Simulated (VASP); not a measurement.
A run of VASP 6.6.1 is set up as follows.

The input POSCAR:

```
Ba
1.0
   -2.5431669329      2.5431669329      2.5226483624
    2.5431669329     -2.5431669329      2.5226483624
    2.5431669329      2.5431669329     -2.5226483624
Ba
1
Direct
    0.0000000000      0.0000000000      0.0000000000
```

Contents of INCAR.step1:

```
PREC = Accurate
ENCUT = 520
ISMEAR = 0
SIGMA = 0.1
LREAL = False
LASPH = True
NELM = 100
NBANDS = 11
GGA = PE
ALGO = Normal
EDIFF = 1E-4
LWAVE = True
LCHARG = False
```

Contents of INCAR.step2:

```
PREC = Accurate
ENCUT = 520
EDIFF = 1E-7
ISMEAR = 0
SIGMA = 0.1
LREAL = False
LASPH = True
NELM = 100
ALGO = Normal
ISIF = 2
LWAVE = False
LCHARG = False
METAGGA = R2SCAN
LMIXTAU = True
NBANDS = 11
ISTART = 1
```

File KPOINTS:

```
regular mesh
0
Gamma
  12 12 12
```

Potentials or basis: VASP PAW PBE potentials, release 64 (Ba_sv).

Run with:

```console
$ cat potpaw_PBE.64/Ba_sv/POTCAR > POTCAR
$ cp INCAR.step1 INCAR
$ mpirun -np 1 vasp_std > vasp.out
$ cp INCAR.step2 INCAR
$ mpirun -np 1 vasp_std > vasp.out
```

Predict the pressure.

0.0 GPa.

Predict the band gap on the k mesh.

zero (bands 5 and 6 overlap by 1.09 eV).

Caveat: the PAW data sets were made with another functional, which shifts forces and pressure a little; spin-orbit coupling is left out, which moves the levels of the heavy elements.
